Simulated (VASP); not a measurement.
Wanted: the native input for a VASP 6.6.1 run.

```
Task                   : single point
Functional             : LDA
Potentials or basis    : VASP PAW LDA potentials, release 64 (Re)
Cutoff                 : 600 eV
k mesh                 : 10 × 10 × 10
Occupations            : gaussian, width 0.05 eV
Spin                   : no spin polarisation
Dipole correction      : no
Further INCAR settings : ALGO = Normal; EDIFF = 1e-06; NBANDS = 10
```

The structure of Re lies in POSCAR:

```
Re
1.0
    0.0000000000      1.8896745409      1.8896745409
    1.8896745409      0.0000000000      1.8896745409
    1.8896745409      1.8896745409      0.0000000000
Re
1
Direct
    0.0000000000      0.0000000000      0.0000000000
```

This isn't the form of Re at room conditions, which is hcp.

One way to write it, as run:

INCAR

```
SYSTEM = Re
  PREC = Accurate
  ENCUT = 600
  EDIFF = 1E-6
  ISMEAR = 0
  SIGMA = 0.05
  LREAL = .False.
  LASPH = .True.
  NELM = 120
  ALGO = Normal
  ISIF = 2
  LWAVE = .False.
  LCHARG = .False.
  NBANDS = 10
  GGA_COMPAT = .False.
```

KPOINTS

```
regular mesh
0
Gamma
  10 10 10
  0 0 0
```

Potentials or basis: VASP PAW LDA potentials, release 64 (Re).

Run with:

```bash
$ cat potpaw_LDA.64/Re/POTCAR > POTCAR
$ mpirun -np 1 vasp_std > vasp.out
```

It gave:

The pressure is 32.7 GPa and the band gap on the k mesh is zero (an odd number of electrons rules out a gap without spin polarisation).

Caveat: the cell stands under pressure; spin-orbit coupling is left out, which moves the levels of the heavy elements.

Wall time 3.6 s on 1 thread of Intel(R) Xeon(R) 6975P-C (Granite Rapids) (shared host), peak memory 0.13 GiB.
